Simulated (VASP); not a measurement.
# NiO (Fm-3m) in VASP: notebook, part 2 of 2

VASP 6.6.1. Earlier steps stand in the parts before.

### Step 3. Single point, LDA, collinear spin, ferromagnetic start

Input file INCAR:

```
PREC = Accurate
ENCUT = 520
EDIFF = 1E-6
ISMEAR = 0
SIGMA = 0.05
LREAL = False
LASPH = True
NELM = 150
ALGO = Normal
ISIF = 2
LWAVE = False
LCHARG = False
ISPIN = 2
MAGMOM = 2 0
LORBIT = 11
LMAXMIX = 4
GGA = CA
NBANDS = 19
```

Input file KPOINTS:

```
regular mesh
0
Gamma
  9 9 9
```

Input file POSCAR:

```
NiO
1.0
    0.0000000000      2.0936000000      2.0936000000
    2.0936000000      0.0000000000      2.0936000000
    2.0936000000      2.0936000000      0.0000000000
Ni O
1 1
Direct
    0.0000000000      0.0000000000      0.0000000000
    0.5000000000      0.5000000000      0.5000000000
```

Potentials or basis: VASP PAW LDA potentials, release 64 (Ni, O).

The run is started by

```
$ cat potpaw_LDA.64/Ni/POTCAR potpaw_LDA.64/O/POTCAR > POTCAR
$ mpirun -np 1 vasp_std > vasp.out
```

OUTCAR:

```text
PREC = Accurate
   ENCUT = 520
   EDIFF = 1E-6
   ISMEAR = 0
   LREAL = False
   LASPH = True
   NELM = 150
   ISIF = 2
   ISPIN = 2
   LORBIT = 11
   GGA = CA

 ion  position               nearest neighbor table
   1  0.000  0.000  0.000-   2 2.09   2 2.09   2 2.09   2 2.09   2 2.09   2 2.09
   2  0.500  0.500  0.500-   1 2.09   1 2.09   1 2.09   1 2.09   1 2.09   1 2.09

  LATTYP: Found a face centered cubic cell.
 ALAT       =     4.1872000000

  Lattice vectors:

 A1 = (   0.0000000000,   2.0936000000,   2.0936000000)
 A2 = (   2.0936000000,   0.0000000000,   2.0936000000)
 A3 = (   2.0936000000,   2.0936000000,   0.0000000000)

Analysis of symmetry for initial positions (statically):
=====================================================================
 Subroutine PRICEL returns:
 Original cell was already a primitive cell.

 Routine SETGRP: Setting up the symmetry group for a
 face centered cubic supercell.

 Subroutine GETGRP returns: Found 48 space group operations
 (whereof 48 operations were pure point group operations)
 out of a pool of 48 trial point group operations.

The static configuration has the point symmetry O_h .

Analysis of symmetry for dynamics (positions and initial velocities):
=====================================================================
 Subroutine PRICEL returns:
 Original cell was already a primitive cell.

 Routine SETGRP: Setting up the symmetry group for a
 face centered cubic supercell.

 Subroutine GETGRP returns: Found 48 space group operations
 (whereof 48 operations were pure point group operations)
 out of a pool of 48 trial point group operations.

The dynamic configuration has the point symmetry O_h .

Analysis of structural, dynamic, and magnetic symmetry:
=====================================================================
 Subroutine PRICEL returns:
 Original cell was already a primitive cell.

 Routine SETGRP: Setting up the symmetry group for a
 face centered cubic supercell.
[... 140 lines left out ...]
 maximum number of plane-waves:       531
 NGX is ok and might be reduce to    24
   NGX = 11   NGY = 11   NGZ = 11

 number of electron      16.0000007 magnetization       0.4122022

 Free energy of the ion-electron system (eV)
  ---------------------------------------------------
  ext. energy  EPLUGINS =         0.00000000
  ---------------------------------------------------
  free energy    TOTEN  =       -13.25462821 eV

  energy without entropy =      -13.25205165  energy(sigma->0) =      -13.25333993

 E-fermi :   7.3593     XC(G=0): -13.1284

 val. band max:        7.3362865203   @ k =  -0.4444   0.2222   0.0000
 cond. band min:       7.3839146391   @ k =   0.2222   0.1111   0.0000
 fundamental gap:      0.0476281188
 Fermi energy:         7.3593306160

 spin component 1

 k-point     1 :       0.0000    0.0000    0.0000
  band No.  band energies     occupation
      1     -12.7235      1.00000
      2       4.2906      1.00000
      3       4.2906      1.00000
      4       4.2907      1.00000
      5       5.4932      1.00000
      6       5.4932      1.00000
[... 517 lines left out ...]
     18      39.9803      0.00000
     19      41.1835      0.00000

 [... further k-points ...]

 spin component 2

 k-point     1 :       0.0000    0.0000    0.0000
  band No.  band energies     occupation
      1     -12.6302      1.00000
      2       4.3990      1.00000
      3       4.3990      1.00000
      4       4.3990      1.00000
      5       5.7173      1.00000
      6       5.7173      1.00000
[... 517 lines left out ...]
     18      40.0189      0.00000
     19      41.2809      0.00000

 [... further k-points ...]
[... 5 lines left out ...]
  --------------------------------------------------------------------------------------
  -------------------------------------------------------------------------------------
  Total       -2.6239896     -2.6239896     -2.6239896      0.0000000      0.0000000      0.0000000
  in kB     -229.0664933   -229.0664933   -229.0664933      0.0000000      0.0000000      0.0000000
  external PRESSURE =    -229.0664933 kB  Pullay stress =       0.0000000 kB

 VOLUME and BASIS-vectors are now :
 -----------------------------------------------------------------------------
  energy-cutoff  :      520.00
  volume of cell :       18.35
      direct lattice vectors                 reciprocal lattice vectors
     0.000000000  2.093600000  2.093600000    -0.238823080  0.238823080  0.238823080
     2.093600000  0.000000000  2.093600000     0.238823080 -0.238823080  0.238823080
     2.093600000  2.093600000  0.000000000     0.238823080  0.238823080 -0.238823080

 POSITION                                       TOTAL-FORCE (eV/Angst)
 -----------------------------------------------------------------------------------
      0.00000      0.00000      0.00000         0.000000      0.000000      0.000000
      2.09360      2.09360      2.09360        -0.000000      0.000000      0.000000
 -----------------------------------------------------------------------------------
    total drift:                                0.000000     -0.000000     -0.000000

  FREE ENERGIE OF THE ION-ELECTRON SYSTEM (eV)
  ---------------------------------------------------
  free  energy   TOTEN  =       -13.2546282137 eV

  energy  without entropy=      -13.2520516521  energy(sigma->0) =      -13.25333993

 total charge

# of ion       s       p       d       tot
------------------------------------------
    1        0.328   0.388   8.349   9.066
    2        1.562   3.331   0.000   4.893
--------------------------------------------------
tot          1.890   3.719   8.349  13.958

 magnetization (x)

# of ion       s       p       d       tot
------------------------------------------
    1        0.003   0.003   0.273   0.280
    2        0.004   0.044   0.000   0.048
--------------------------------------------------
tot          0.008   0.047   0.273   0.328
```

OSZICAR:

```text
N       E                     dE             d eps       ncg     rms          rms(c)
DAV:   1     0.857106636917E+02    0.85711E+02   -0.73060E+03  2788   0.108E+03
DAV:   2    -0.100990462564E+02   -0.95810E+02   -0.83659E+02  2822   0.240E+02
DAV:   3    -0.155370690063E+02   -0.54380E+01   -0.52006E+01  3042   0.572E+01
[... 12 lines left out ...]
DAV:  85    -0.132550103652E+02   -0.41768E-03   -0.10477E-05  2706   0.581E-02    0.548E-01
DAV:  86    -0.132540932573E+02    0.91711E-03   -0.47157E-05  3131   0.122E-01    0.579E-01
DAV:  87    -0.132546808887E+02   -0.58763E-03   -0.19162E-05  3081   0.795E-02    0.559E-01
DAV:  88    -0.132544503089E+02    0.23058E-03   -0.28486E-06  1863   0.304E-02    0.567E-01
DAV:  89    -0.132546291135E+02   -0.17880E-03   -0.19679E-06  1776   0.256E-02    0.561E-01
DAV:  90    -0.132546282137E+02    0.89978E-06   -0.59598E-08  1330   0.186E-03
   1 F= -.13254628E+02 E0= -.13253340E+02  d E =-.257656E-02  mag=     0.4491
```

stdout:

```text
POSCAR found type information on POSCAR NiO
 POSCAR found :  2 types and       2 ions
 scaLAPACK will be used
 LDA part: xc-table for (Slater(with rela. corr.)+CA(PZ))
 , standard interpolation
 POSCAR, INCAR and KPOINTS ok, starting setup
 FFT: planning ... GRIDC
 FFT: planning ... GRID_SOFT
 FFT: planning ... GRID
 WAVECAR not read
 entering main loop
```

Wall time 49 s (1 thread of Intel Xeon 6975P-C (Granite Rapids), shared host); peak memory 0.15 GiB.

What came out:

```yaml
Free_energy: -13.2546 eV
Pressure: -22.9 GPa
Net_moment: 0.41 μB per cell
Site_moments: Ni +0.28; O +0.05 μB
Valence_electrons_inside_the_program's_atomic_spheres: Ni 9.07; O 4.89
```

Levels at points of the mesh, in eV from the Fermi level:
Spin up:
```tsv
k point	band 5	band 6	band 7	band 8	band 9	band 10	band 11	band 12
(0.00, 0.00, 0.00)	-1.87	-1.87	-1.87	-1.80	-1.80	1.65	17.76	18.97
```
Spin down:
| k point | band 5 | band 6 | band 7 | band 8 | band 9 | band 10 | band 11 | band 12 |
| --- | --- | --- | --- | --- | --- | --- | --- | --- |
| (0.00, 0.00, 0.00) | -1.64 | -1.64 | -1.64 | -1.35 | -1.35 | 1.73 | 17.77 | 19.04 |

Caveat: a cell with one magnetic atom can't hold antiferromagnetic order, which such compounds often take; semilocal functionals often make such compounds metallic where correlation or magnetic order opens a gap, which also shifts bond lengths. With open d or f shells a metallic result of LDA can be an artefact of self-interaction; +U or a hybrid may open a gap.
